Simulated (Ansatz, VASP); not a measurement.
# Two plane-wave programs on RbCdI3

```
Rb Cd I
1.0
     5.65337    0.00000    0.00000
     0.00000    5.65337    0.00000
     0.00000    0.00000    5.65337
Rb Cd I
1 1 3
Direct
  0.00000 0.00000 0.00000
  0.50000 0.50000 0.50000
  0.50000 0.50000 0.00000
  0.50000 0.00000 0.50000
  0.00000 0.50000 0.50000
```

Change from the starting cell: hydrostatic strain -5.0%.

Alike in both runs: task single point; functional r2SCAN; k mesh 4 × 4 × 4; occupations fermi-dirac, width 0.02 eV; no spin polarisation.

```csv
,VASP,Ansatz
version,VASP 6.6.1,Ansatz 0.2.0
potentials or method,"VASP PAW PBE potentials, release 64 (Rb_sv, Cd, I)","plane waves, PAW"
plane-wave cutoff (eV),520,500
valence electrons in the cell,42,80
```

```tsv
	VASP	Ansatz	Ansatz less VASP
pressure (GPa)	5.1	5.0	-0.14
```

VASP's potentials were made for PBE, not for r2SCAN. The functional is the same, so the differences come from potentials, cutoffs and numerics. VASP's potentials hold 42 valence electrons a cell and Ansatz's 80, so a difference there can come from the potentials and not from the codes.

Neither program's run includes spin-orbit coupling.
